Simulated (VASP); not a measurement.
# Ti (Fm-3m) in VASP: a series of runs

The runs below take Ti through single point, with r2SCAN, HSE06.

Everything below comes from runs of VASP 6.6.1. Logs are shortened: lines on timing, memory, paths and dates and some standing lists are left out, and cuts for length are marked.

### Step 1. The cell of the first run

The structure is cubic, space group Fm-3m (No. 225). Conventional cell: a = 3.949 Å, b = 3.949 Å, c = 3.949 Å, α = 90.00°, β = 90.00°, γ = 90.00°. Ti (site symmetry m-3m) has 12 Ti at 2.79 Å within 3.7 Å.

This isn't the form of Ti at room conditions, which is hcp.

### Step 2. Single point, r2SCAN (15.39 Å³/atom)

Contents of POSCAR:

```
Ti
1.0
    0.0000000000      1.9743553150      1.9743553150
    1.9743553150      0.0000000000      1.9743553150
    1.9743553150      1.9743553150      0.0000000000
Ti
1
Direct
    0.0000000000      0.0000000000      0.0000000000
```

Contents of INCAR.step1:

```
SYSTEM = Ti
PREC = Accurate ; ENCUT = 550
ISMEAR = -5 ; SIGMA = 0.05
LREAL = .False. ; LASPH = .True.
NELM = 120 ; NBANDS = 12
GGA = PE ; ALGO = Normal
EDIFF = 1E-5 ; LWAVE = .True.
LCHARG = .False. ; GGA_COMPAT = .False.
```

Contents of INCAR.step2:

```
SYSTEM = Ti
PREC = Accurate ; ENCUT = 550
EDIFF = 1E-6 ; ISMEAR = -5
SIGMA = 0.05 ; LREAL = .False.
LASPH = .True. ; NELM = 120
ALGO = Normal ; ISIF = 2
LWAVE = .False. ; LCHARG = .False.
METAGGA = R2SCAN ; LMIXTAU = .True.
NBANDS = 12 ; ISTART = 1
GGA_COMPAT = .False.
```

Contents of KPOINTS:

```
Automatic mesh
0
Gamma
  11 11 11
  0 0 0
```

Potentials or basis: VASP PAW PBE potentials, release 64 (Ti_sv).

Command:

```console
cat potpaw_PBE.64/Ti_sv/POTCAR > POTCAR
cp INCAR.step1 INCAR
mpirun -np 1 vasp_std > vasp.out
cp INCAR.step2 INCAR
mpirun -np 1 vasp_std > vasp.out
```

OUTCAR:

```text
SYSTEM = Ti
   PREC = Accurate
   ENCUT = 550
   EDIFF = 1E-6
   ISMEAR = -5
   LREAL = .False.
   LASPH = .True.
   NELM = 120
   ISIF = 2
   METAGGA = R2SCAN
   ISTART = 1

 ion  position               nearest neighbor table
   1  0.000  0.000  0.000-

  LATTYP: Found a face centered cubic cell.
 ALAT       =     3.9487106300

  Lattice vectors:

 A1 = (   0.0000000000,   1.9743553150,   1.9743553150)
 A2 = (   1.9743553150,   0.0000000000,   1.9743553150)
 A3 = (   1.9743553150,   1.9743553150,   0.0000000000)

Analysis of symmetry for initial positions (statically):
=====================================================================
 Subroutine PRICEL returns:
 Original cell was already a primitive cell.

 Routine SETGRP: Setting up the symmetry group for a
 face centered cubic supercell.

 Subroutine GETGRP returns: Found 48 space group operations
 (whereof 48 operations were pure point group operations)
 out of a pool of 48 trial point group operations.

The static configuration has the point symmetry O_h .

Analysis of symmetry for dynamics (positions and initial velocities):
=====================================================================
 Subroutine PRICEL returns:
 Original cell was already a primitive cell.

 Routine SETGRP: Setting up the symmetry group for a
 face centered cubic supercell.

 Subroutine GETGRP returns: Found 48 space group operations
 (whereof 48 operations were pure point group operations)
 out of a pool of 48 trial point group operations.

The dynamic configuration has the point symmetry O_h .

 Subroutine INISYM returns: Found 48 space group operations
 (whereof 48 operations are pure point group operations),
 and found     1 'primitive' translations

----------------------------------------------------------------------------------------

                                     Primitive cell

  volume of cell :      15.3924

  direct lattice vectors                    reciprocal lattice vectors
     0.000000000  1.974355315  1.974355315    -0.253247223  0.253247223  0.253247223
     1.974355315  0.000000000  1.974355315     0.253247223 -0.253247223  0.253247223
     1.974355315  1.974355315  0.000000000     0.253247223  0.253247223 -0.253247223

  length of vectors
     2.792160063  2.792160063  2.792160063     0.438637056  0.438637056  0.438637056

  position of ions in fractional coordinates (direct lattice)
     0.000000000  0.000000000  0.000000000

  ion indices of the primitive-cell ions
   primitive index   ion index
                 1           1

----------------------------------------------------------------------------------------

 KPOINTS: Automatic mesh

Automatic generation of k-mesh.
 Grid dimensions read from file:
 generate k-points for:   11   11   11

 Generating k-lattice:

  Cartesian coordinates                     Fractional coordinates (reciprocal lattice)
    -0.023022475  0.023022475  0.023022475     0.090909091  0.000000000  0.000000000
     0.023022475 -0.023022475  0.023022475     0.000000000  0.090909091  0.000000000
     0.023022475  0.023022475 -0.023022475     0.000000000  0.000000000  0.090909091

  Length of vectors
     0.039876096  0.039876096  0.039876096

  Shift w.r.t. Gamma in fractional coordinates (k-lattice)
     0.000000000  0.000000000  0.000000000

 TETIRR: Found    201 inequivalent tetrahedra from     7986

 Subroutine IBZKPT returns following result:
 ===========================================

 Found     56 irreducible k-points:

 Following reciprocal coordinates:
            Coordinates               Weight
  0.000000  0.000000  0.000000      1.000000
  0.090909  0.000000  0.000000      8.000000
  0.181818  0.000000  0.000000      8.000000
  0.272727  0.000000  0.000000      8.000000
  0.363636  0.000000  0.000000      8.000000
  0.454545  0.000000  0.000000      8.000000
[... 16 lines left out ...]
 -0.272727  0.181818  0.000000     24.000000
 -0.181818  0.181818  0.000000     12.000000
 [... further k-points ...]
   k-points           NKPTS =     56   k-points in BZ     NKDIM =     56   number of bands    NBANDS=     12
   number of dos      NEDOS =    301   number of ions     NIONS =      1
   total plane-waves  NPLWV =  13824
   dimension x,y,z NGX =    24 NGY =   24 NGZ =   24
   dimension x,y,z NGXF=    48 NGYF=   48 NGZF=   48
   ions per type =               1
   NGX,Y,Z   is equivalent  to a cutoff of  14.29, 14.29, 14.29 a.u.
   NGXF,Y,Z  is equivalent  to a cutoff of  28.58, 28.58, 28.58 a.u.
 SYSTEM =  Ti
   PREC   = accura    normal or accurate (medium, high low for compatibility)
   ISTART =      1    job   : 0-new  1-cont  2-samecut
   ICHARG =      0    charge: 1-file 2-atom 10-const
   ISPIN  =      1    spin polarized calculation?
   LNONCOLLINEAR =      F non collinear calculations
   LSORBIT =      F    spin-orbit coupling
   LASPH  =      T    aspherical Exc in radial PAW
   ENCUT  =  550.0 eV  40.42 Ry    6.36 a.u.   5.34  5.34  5.34*2*pi/ulx,y,z
   NELM   =    120;   NELMIN=  2; NELMDL=  0     # of ELM steps
   EDIFF  = 0.1E-05   stopping-criterion for ELM
   LREAL  =      F    real-space projection
[... 7 lines left out ...]
   TEBEG  =    0.0;   TEEND  =   0.0 temperature during run
   PSTRESS=    0.0 pullay stress
   NELECT =      12.0000    total number of electrons
   NUPDOWN=      -1.0000    fix difference up-down
   EMIN   =  10.00;   EMAX   =-10.00  energy-range for DOS
   EFERMI =   0.00;   METHOD = LEGACY
   ISMEAR =    -5;   SIGMA  =   0.05  broadening in eV -4-tet -1-fermi 0-gaus
   EFERMI_NEDOS =   21; number of points for ismear=-14 and -15
   IALGO  =     38    algorithm
   IMIX   =      4    mixing-type and parameters
     AMIX     =   0.40;   BMIX     =  1.00
     AMIX_MAG =   1.60;   BMIX_MAG =  1.00
  volume/ion in A,a.u.               =      15.39       103.87
  Fermi-wavevector in a.u.,A,eV,Ry     =   1.506722  2.847293 30.888118  2.270213
  Thomas-Fermi vector in A             =   2.617403
   LORBIT       =      0    0 simple, 1 ext, 2 COOP (PROOUT), +10 PAW based schemes
   METAGGA = R2SCAN    functional components
   LHFCALC =     F    Hartree Fock is set to
   AEXX    =    0.0000 exact exchange contribution
   IVDW    =     0    specifies the selected vdW correction
   LEPSILON=     F    determine dielectric tensor
   LRPA    =     F    only Hartree local field effects (RPA)
 non-spin polarized calculation
 Fermi weights with tetrahedron method with Bloechl corrections
  energy-cutoff  :      550.00
  volume of cell :       15.39
 maximum number of plane-waves:       463
 NGX is ok and might be reduce to    24
   NGX = 11   NGY = 11   NGZ = 11

 number of electron      11.9999999 magnetization

 Free energy of the ion-electron system (eV)
  ---------------------------------------------------
  ext. energy  EPLUGINS =         0.00000000
  ---------------------------------------------------
  free energy    TOTEN  =       -12.78068443 eV

  energy without entropy =      -12.78068443  energy(sigma->0) =      -12.78068443

 E-fermi :   9.6087     XC(G=0): -13.0459

 val. band max:        9.6668197692   @ k =   0.4545   0.0909   0.0000
 cond. band min:       9.5118668993   @ k =  -0.4545   0.3636   0.1818
 fundamental gap:     -0.1549528699
 Fermi energy:         9.6086600045

 k-point     1 :       0.0000    0.0000    0.0000
  band No.  band energies     occupation
      1     -49.2424      2.00000
      2     -23.8759      2.00000
      3     -23.8759      2.00000
      4     -23.8759      2.00000
      5       2.8850      2.00000
      6      10.6692      0.00000
      7      10.6692      0.00000
      8      10.6692      0.00000
      9      12.7654      0.00000
     10      12.7654      0.00000
     11      26.0293      0.00000
     12      31.5612      0.00000

 k-point     2 :       0.0909    0.0000    0.0000
  band No.  band energies     occupation
      1     -49.2261      2.00000
      2     -23.9611      2.00000
      3     -23.8860      2.00000
      4     -23.8860      2.00000
      5       3.1938      2.00000
      6      10.4606      0.00000
      7      10.7811      0.00000
      8      10.7811      0.00000
      9      12.6888      0.00000
     10      12.6888      0.00000
     11      26.3383      0.00000
     12      29.6053      0.00000

 k-point     3 :       0.1818    0.0000    0.0000
  band No.  band energies     occupation
      1     -49.1822      2.00000
      2     -24.1861      2.00000
      3     -23.9130      2.00000
      4     -23.9130      2.00000
      5       4.0503      2.00000
      6       9.9863     -0.25339
      7      10.9852      0.00000
      8      10.9852      0.00000
      9      12.6210      0.00000
     10      12.6210      0.00000
     11      26.2191      0.00000
     12      27.3976      0.00000

 k-point     4 :       0.2727    0.0000    0.0000
  band No.  band energies     occupation
      1     -49.1241      2.00000
      2     -24.4737      2.00000
      3     -23.9482      2.00000
      4     -23.9482      2.00000
      5       5.2132      2.00000
      6       9.5987      1.48092
      7      10.9609      0.00000
      8      10.9609      0.00000
      9      12.9195      0.00000
     10      12.9195      0.00000
     11      23.7952      0.00000
     12      26.9043      0.00000

 k-point     5 :       0.3636    0.0000    0.0000
  band No.  band energies     occupation
      1     -49.0702      2.00000
      2     -24.7316      2.00000
      3     -23.9802      2.00000
      4     -23.9802      2.00000
      5       6.1819      2.00000
      6       9.7225      0.46540
      7      10.7422      0.00000
      8      10.7422      0.00000
      9      13.4978      0.00000
     10      13.4978      0.00000
     11      21.4299      0.00000
     12      26.0242      0.00000
[... 228 lines left out ...]
      1     -49.0084      2.00000
      2     -24.7964      2.00000
      3     -24.2039      2.00000
      4     -24.0588      2.00000
      5       7.4275      2.00000
      6       8.9331      2.05429
      7      10.1910      0.00000
      8      11.3082      0.00000
      9      13.9172      0.00000
     10      15.6557      0.00000
     11      19.3859      0.00000
     12      25.1383      0.00000

 k-point    22 :      -0.3636    0.1818    0.0000
  band No.  band energies     occupation
      1     -49.0191      2.00000
      2     -24.7484      2.00000
      3     -24.2255      2.00000
      4     -24.0246      2.00000
      5       7.3786      2.00000
      6       9.1533      2.02922
      7       9.9559     -0.05590
      8      11.2906      0.00000
      9      13.3231      0.00000
     10      15.5004      0.00000
     11      20.3464      0.00000
     12      24.8529      0.00000

 k-point    23 :      -0.2727    0.1818    0.0000
  band No.  band energies     occupation
      1     -49.0551      2.00000
      2     -24.6130      2.00000
      3     -24.1948      2.00000
      4     -23.9796      2.00000
      5       6.7810      2.00000
      6       9.2054      2.00070
      7      10.0267     -0.06738
      8      11.4539      0.00000
      9      12.5122      0.00000
     10      14.7412      0.00000
     11      22.6638      0.00000
     12      24.9365      0.00000

 k-point    24 :      -0.1818    0.1818    0.0000
  band No.  band energies     occupation
      1     -49.1047      2.00000
      2     -24.4457      2.00000
      3     -24.1065      2.00000
      4     -23.9380      2.00000
      5       5.6869      2.00000
      6       9.3341      2.06788
      7      10.5665      0.00000
      8      11.7351      0.00000
      9      11.7906      0.00000
     10      13.8767      0.00000
     11      24.8800      0.00000
     12      25.5590      0.00000

 [... further k-points ...]

------------------------ aborting loop because EDIFF is reached ----------------------------------------

  FORCE on cell =-STRESS in cart. coord.  units (eV):
  Direction    XX          YY          ZZ          XY          YZ          ZX
  --------------------------------------------------------------------------------------
  -------------------------------------------------------------------------------------
  Total        1.6318252      1.6318252      1.6318252     -0.0000000     -0.0000000      0.0000000
  in kB      169.8549826    169.8549826    169.8549826     -0.0000000     -0.0000000      0.0000000
  external PRESSURE =     169.8549826 kB  Pullay stress =       0.0000000 kB

 VOLUME and BASIS-vectors are now :
 -----------------------------------------------------------------------------
  energy-cutoff  :      550.00
  volume of cell :       15.39
      direct lattice vectors                 reciprocal lattice vectors
     0.000000000  1.974355315  1.974355315    -0.253247223  0.253247223  0.253247223
     1.974355315  0.000000000  1.974355315     0.253247223 -0.253247223  0.253247223
     1.974355315  1.974355315  0.000000000     0.253247223  0.253247223 -0.253247223

 POSITION                                       TOTAL-FORCE (eV/Angst)
 -----------------------------------------------------------------------------------
      0.00000      0.00000      0.00000        -0.000000     -0.000000      0.000000
 -----------------------------------------------------------------------------------
    total drift:                                0.000000      0.000000     -0.000000

  FREE ENERGIE OF THE ION-ELECTRON SYSTEM (eV)
  ---------------------------------------------------
  free  energy   TOTEN  =       -12.7806844252 eV

  energy  without entropy=      -12.7806844252  energy(sigma->0) =      -12.78068443
```

It took 26 s on 1 thread of Intel Xeon Platinum 8488C (Sapphire Rapids), shared host; peak memory 0.14 GiB.

What came out:

```yaml
Free_energy: -12.7807 eV
Pressure: 17.0 GPa
Band_gap_on_the_k_mesh: zero (bands 6 and 7 overlap by 1.42 eV)
```

Levels at points of the mesh, in eV from the Fermi level:
```csv
k point,band 3,band 4,band 5,band 6,band 7,band 8,band 9,band 10
"(0.00, 0.00, 0.00)",-33.48,-33.48,-6.72,1.06,1.06,1.06,3.16,3.16
```

Caveat: the cell stands under pressure; the PAW data sets were made with another functional, which shifts forces and pressure a little; tetrahedron occupations give inexact forces and stress in metals.

### Step 3. Single point, HSE06

This run uses another cell than the first one, of 15.73 Å³/atom.

Contents of POSCAR:

```
Ti
1.0
    0.0000000000      1.9885598007      1.9885598007
    1.9885598007      0.0000000000      1.9885598007
    1.9885598007      1.9885598007      0.0000000000
Ti
1
Direct
    0.0000000000      0.0000000000      0.0000000000
```

Contents of INCAR.step1:

```
SYSTEM = Ti
PREC = Accurate
ENCUT = 520
EDIFF = 1E-5
ISMEAR = -1
SIGMA = 0.05
LREAL = .False.
LASPH = .True.
NELM = 100
ALGO = Normal
ISIF = 2
LWAVE = .True.
LCHARG = .False.
NBANDS = 12
GGA = PE
```

Contents of INCAR.step2:

```
SYSTEM = Ti
PREC = Accurate
ENCUT = 520
EDIFF = 1E-7
ISMEAR = -1
SIGMA = 0.05
LREAL = .False.
LASPH = .True.
NELM = 100
ALGO = Normal
ISIF = 2
LWAVE = .False.
LCHARG = .False.
GGA = PE
LHFCALC = .True.
HFSCREEN = 0.2079
PRECFOCK = Normal
NBANDS = 12
ISTART = 1
```

Contents of KPOINTS:

```
regular mesh
0
Gamma
  6 6 6
  0 0 0
```

Potentials or basis: VASP PAW PBE potentials, release 64 (Ti_sv).

Command:

```console
cat potpaw_PBE.64/Ti_sv/POTCAR > POTCAR
cp INCAR.step1 INCAR
mpirun -np 1 vasp_std > vasp.out
cp INCAR.step2 INCAR
mpirun -np 1 vasp_std > vasp.out
```

Wall time 16 min (1 thread of Intel Xeon 8259CL, shared host); peak memory 0.24 GiB.

It converged, with:

```yaml
Free_energy: -9.3247 eV
Pressure: 13.1 GPa
Band_gap_on_the_k_mesh: zero (bands 6 and 7 overlap by 1.56 eV)
```

Levels at points of the mesh, in eV from the Fermi level:
| k point | band 4 | band 5 | band 6 | band 7 | band 8 | band 9 |
| --- | --- | --- | --- | --- | --- | --- |
| (0.00, 0.00, 0.00) | -35.47 | -7.59 | 1.48 | 1.48 | 1.48 | 3.85 |
| (0.50, 0.00, 0.00) | -35.58 | -3.44 | 0.52 | 1.46 | 1.46 | 4.95 |
| (0.50, 0.50, 0.00) | -35.79 | -3.38 | -2.50 | 3.52 | 5.15 | 5.24 |

Caveat: the k points lie up to 0.46 Å⁻¹ apart, too coarse for converged energies and pressures of a metal; the PAW data sets were made with another functional, which shifts forces and pressure a little.

(Part 1 of 2 ends here.)

The gap in the log of VASP goes by the Fermi energy; the results here count the filled bands.